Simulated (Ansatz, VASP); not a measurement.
**SnO2 in VASP and in Ansatz**

The input INCAR:

```
ALGO     = Normal         # electronic algorithm
EDIFF    = 1E-7           # SCF threshold, eV
ENCUT    = 520            # plane-wave cutoff, eV
GGA      = CA             # functional
ISIF     = 2              # what is computed and relaxed
ISMEAR   = 0              # smearing method
LASPH    = True           # aspherical terms in the spheres
LCHARG   = True           # write CHGCAR
LELF     = True           # ELF
LREAL    = False          # projectors in reciprocal space
LVHAR    = True         
LWAVE    = False          # write WAVECAR
NBANDS   = 35             # bands
NELM     = 80             # most SCF steps
PREC     = Accurate       # precision mode
SIGMA    = 0.01           # smearing width, eV
```

File KPOINTS:

```
k-points
0
Gamma
  4 4 6
```

The input POSCAR:

```
SnO2
1.0
    4.6651801113      0.0000000000      0.0000000000
    0.0000000000      4.7417423955      0.0000000000
    0.0000000000      0.0000000000      3.1577611239
Sn O
2 4
Direct
    0.5000000000      0.5000000000      0.5000000000
    0.0000000000      0.0000000000      0.0000000000
    0.2918550000      0.3210420000      0.0000000000
    0.7918550000      0.1789580000      0.5000000000
    0.2081450000      0.8210420000      0.5000000000
    0.7081450000      0.6789580000      0.0000000000
```

Input for Ansatz:

```yaml
crystal:
  lattice:
    - [4.665180111327252, 0.0, 0.0]
    - [0.0, 4.741742395483212, 0.0]
    - [0.0, 0.0, 3.157761123933954]
  atoms:
    - { symbol: Sn, position: [0.5, 0.5, 0.5] }
    - { symbol: Sn, position: [0.0, 0.0, 0.0] }
    - { symbol: O, position: [0.291855, 0.321042, 0.0] }
    - { symbol: O, position: [0.791855, 0.178958, 0.5] }
    - { symbol: O, position: [0.208145, 0.821042, 0.5] }
    - { symbol: O, position: [0.708145, 0.678958, 0.0] }
basis:
  ecutwfc: 500.0
kpoints:
  mp_grid:
    grid: [4, 4, 6]
hamiltonian:
  xc: lda
  pseudopotentials:
    kind: paw
scf:
  occupations:
    method: fixed
output:
  stress: true
```

Alike in both runs: task single point; functional LDA; k mesh 4 × 4 × 6; no spin polarisation.

|  | VASP | Ansatz |
| --- | --- | --- |
| version | VASP 6.6.1 | Ansatz 0.2.0 |
| potentials or method | VASP PAW LDA potentials, release 64 (Sn_d, O), cutoff 520 eV | plane waves, PAW |
| occupations | gaussian, width 0.01 eV | fixed |
| valence electrons in the cell | 52 | 52 |

```csv
,VASP,Ansatz,Ansatz less VASP
pressure (GPa),5.1,4.0,-1.13
"traceless stress, the component that is largest in VASP (GPa)",2.21,1.85,-0.363
```

LDA's correlation is that of Perdew and Zunger in VASP and of Perdew and Wang (1992) in Ansatz.
